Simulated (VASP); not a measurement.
## AlN: single point with PBEsol

The system is AlN.

```
Al N
1.0
     2.17774    2.17774    0.00000
    -2.17774    2.17774    0.00000
     0.00000    2.17774    2.20072
Al N
1 1
Direct
  0.00000 0.00000 0.00000
  0.25000 0.75000 0.50000
```

This cell differs from its parent crystal: in-plane strain -0.005, then relaxed in part.

* Program: VASP 6.6.1
* Task: single point
* Functional: PBEsol
* Potentials or basis: VASP PAW PBE potentials, release 64 (Al, N)
* Cutoff: 520 eV
* k mesh: 10 × 10 × 10
* Occupations: gaussian, width 0.01 eV
* Spin: no spin polarisation
* Dipole correction: no
* Further INCAR settings: ALGO = Normal; EDIFF = 1e-06; NBANDS = 11

The pressure is 0.9 GPa and the band gap on the k mesh is 3.16 eV, indirect (least direct gap 4.10 eV).

Stress tensor (GPa, compression positive):
```
1.39 0.00 0.00
0.00 1.39 0.00
0.00 0.00 0.00
```

Levels at points of the mesh, in eV from the valence-band top:
```csv
k point,band 1,band 2,band 3,band 4,band 5,band 6,band 7,band 8
"(0.00, 0.00, 0.00)",-14.96,-0.04,0.00,0.00,4.10,12.43,12.43,12.44
"(0.50, 0.00, 0.00)",-12.88,-5.92,-0.54,-0.45,7.25,9.74,10.92,11.11
"(0.50, 0.50, 0.00)",-12.22,-4.92,-1.83,-1.83,3.16,8.40,13.89,15.40
"(0.00, 0.00, 0.50)",-12.27,-5.02,-1.74,-1.74,3.20,8.56,13.71,15.65
```

Run time: 8.9 s on 1 thread of Intel(R) Xeon(R) Platinum 8559C (Emerald Rapids), on a shared host, peak memory 0.14 GiB.

Caveat: the cell differs from its parent crystal (in-plane strain -0.005, then relaxed in part); the PAW data sets were made with another functional, which shifts forces and pressure a little. A k mesh can miss the band edges.
